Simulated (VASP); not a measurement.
## Si: single point with LDA

Crystal: Si.

```
Si
1.0
     0.00000    2.81856    2.71794
     2.81856    0.00000    2.71794
     2.81856    2.81856    0.00000
Si
2
Direct
  0.50000 0.50000 0.50000
  0.75000 0.75000 0.75000
```

This cell differs from its parent crystal: volume 21.592 Å^3 an atom, c/a of the conventional cell 0.9643.

| Item | Value |
| --- | --- |
| Program | VASP 6.6.1 |
| Task | single point |
| Functional | LDA |
| Potentials or basis | VASP PAW LDA potentials, release 64 (Si) |
| Cutoff | 520 eV |
| k mesh | 12 × 12 × 12 |
| Occupations | gaussian, width 0.05 eV |
| Spin | no spin polarisation |
| Dipole correction | no |
| Further INCAR settings | ALGO = Normal; EDIFF = 1e-06; NBANDS = 11 |

```yaml
Pressure: -7.2 GPa
Band_gap_on_the_k_mesh: 0.22 eV, indirect (least direct gap 2.10 eV)
```

Stress tensor (GPa, compression positive):
```
-8.33  0.00  0.00
 0.00 -8.33  0.00
 0.00  0.00 -5.09
```

Levels at points of the mesh, in eV from the valence-band top:
```csv
k point,band 1,band 2,band 3,band 4,band 5,band 6,band 7,band 8,band 9
"(0.00, 0.00, 0.00)",-11.62,-0.23,-0.23,0.00,2.20,2.24,2.38,2.38,7.21
"(0.50, 0.00, 0.00)",-9.46,-6.81,-1.44,-1.13,0.97,3.03,3.32,7.25,9.94
"(0.50, 0.50, 0.00)",-7.61,-7.61,-2.99,-2.99,0.40,0.40,9.16,9.16,10.60
"(0.50, 0.00, 0.50)",-7.80,-7.80,-2.73,-2.73,0.67,0.67,9.07,9.07,10.61
```

Wall time 31 s on 1 thread of Intel(R) Xeon(R) Platinum 8559C (Emerald Rapids), on a shared host, peak memory 0.18 GiB.

 A k mesh can miss the band edges.
